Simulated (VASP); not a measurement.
ZnSiP2:

```xyz
8
Lattice="-2.6867 2.6867 5.2300 2.6867 -2.6867 5.2300 2.6867 2.6867 -5.2300" Properties=species:S:1:pos:R:3 pbc="T T T"
Zn    0.0000    0.0000    0.0000
Zn    0.0000    2.6867    2.6150
Si    0.0000    0.0000    5.2300
Si    2.6867    0.0000    2.6150
P     1.4363    1.3434    1.3075
P     1.2504    1.3434    6.5375
P     1.3434    3.9371   -1.3075
P     1.3434   -1.2504    3.9225
```

| Property | Result |
| --- | --- |
| Program | VASP 6.6.1 |
| Task | relaxation of cell and atoms |
| Functional | PBE |
| Potentials or basis | VASP PAW PBE potentials, release 64 (Zn, Si, P) |
| Cutoff | 500 eV |
| k mesh | 8 × 8 × 8 |
| Occupations | gaussian, width 0.02 eV |
| Spin | no spin polarisation |

At the start: pressure 2.2 GPa; volume 18.88 Å³/atom.

How do energy, volume and symmetry change on relaxing?

Over 8 steps the energy falls by 3.1 meV/atom and the volume is 19.34 Å³/atom (+2.4 %); space group I-42d (No. 122, to 0.05 Å).

Step by step:
| step | energy change (eV) | largest force (eV/Å) | pressure (GPa) | volume (Å³) |
| --- | --- | --- | --- | --- |
| 1 | 0.0000 | 0.0226 | 2.19 | 151.01 |
| 2 | -0.0175 | 0.0672 | -1.09 | 156.72 |
| 3 | -0.0246 | 0.0368 | 0.01 | 154.68 |
| 4 | -0.0246 | 0.0380 | -0.03 | 154.75 |
| 5 | -0.0248 | 0.0186 | -0.04 | 154.79 |
| 6 | -0.0249 | 0.0006 | -0.04 | 154.82 |
| 7 | -0.0249 | 0.0005 | -0.04 | 154.82 |
| 8 | -0.0249 | 0.0008 | 0.02 | 154.71 |

Final structure:
```yaml
crystal:
  lattice:
    - [-2.70933, 2.70933, 5.26893]
    - [2.70933, -2.70933, 5.26893]
    - [2.70933, 2.70933, -5.26893]
  atoms:
    - { symbol: Zn, position: [0.00000, 0.00000, 0.00000] }
    - { symbol: Zn, position: [0.75000, 0.25000, 0.50000] }
    - { symbol: Si, position: [0.50000, 0.50000, 0.00000] }
    - { symbol: Si, position: [0.25000, 0.75000, 0.50000] }
    - { symbol: P, position: [0.37500, 0.39278, 0.51778] }
    - { symbol: P, position: [0.87500, 0.85722, 0.48222] }
    - { symbol: P, position: [0.60722, 0.12500, 0.98222] }
    - { symbol: P, position: [0.14278, 0.62500, 0.01778] }
```
